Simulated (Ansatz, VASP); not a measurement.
# GaN: VASP beside Ansatz

INCAR

```
SYSTEM = GaN
  PREC = Accurate
  ENCUT = 520
  EDIFF = 1E-6
  ISMEAR = -1
  SIGMA = 0.02
  LREAL = .FALSE.
  LASPH = .TRUE.
  NELM = 80
  ALGO = Normal
  ISIF = 2
  LWAVE = .FALSE.
  LCHARG = .TRUE.
  GGA = PE
  LELF = .TRUE.
  LVHAR = .TRUE.
  NBANDS = 16
```

File KPOINTS:

```
regular mesh
0
G
  10 10 10
  0 0 0
```

Contents of POSCAR:

```
GaN
1.0
    0.0000000000      2.2264630157      2.2727256636
    2.2264630157      0.0000000000      2.2727256636
    2.2264630157      2.2264630157      0.0000000000
Ga N
1 1
Direct
    0.0000000000      0.0000000000      0.0000000000
    0.2500000000      0.2500000000      0.2500000000
```

Input for Ansatz:

```yaml
crystal:
  lattice:
    - [0.0, 2.2264630157, 2.2727256636]
    - [2.2264630157, 0.0, 2.2727256636]
    - [2.2264630157, 2.2264630157, 0.0]
  atoms:
    - { symbol: Ga, position: [0.0, 0.0, 0.0] }
    - { symbol: "N", position: [0.25, 0.25, 0.25] }
kpoints:
  mp_grid: { grid: [10, 10, 10] }
  band_path:
    path:
      - [0.0, 0.0, 0.0]
      - [-0.5, -0.5, 0.0]
      - [-0.375, -0.375, 0.25]
      - [-0.375, 0.0, 0.375]
      - [0.0, 0.0, 0.5]
      - [-0.5, -0.25, 0.25]
    npoints: 1
hamiltonian:
  xc: pbe
scf:
  occupations: { method: fermi_dirac, width: 0.02 }
  n_extra_bands: 4
output:
  forces: true
  stress: true
  eigenvalues: true
  write_density: true
  write_potential: true
  elf: true
  volumetric_format: npy
```

Change from the starting cell: epitaxial_xy strain -1.0%.

Alike in both runs: task single point; functional PBE; k mesh 10 × 10 × 10; occupations fermi-dirac, width 0.02 eV; no spin polarisation.

```csv
,VASP,Ansatz
version,VASP 6.6.1,Ansatz 0.2.0
potentials or method,"VASP PAW PBE potentials, release 64 (Ga_d, N)","plane waves, PAW"
plane-wave cutoff (eV),520,420
valence electrons in the cell,18,18
```

|  | VASP | Ansatz | Ansatz less VASP |
| --- | --- | --- | --- |
| gap on the k mesh at the Fermi level (eV) | 1.79 | 1.78 | -0.009 |
| pressure (GPa) | 8.2 | 8.1 | -0.05 |
| traceless stress, the component that is largest in VASP (GPa) | -1.72 | -1.71 | +0.007 |
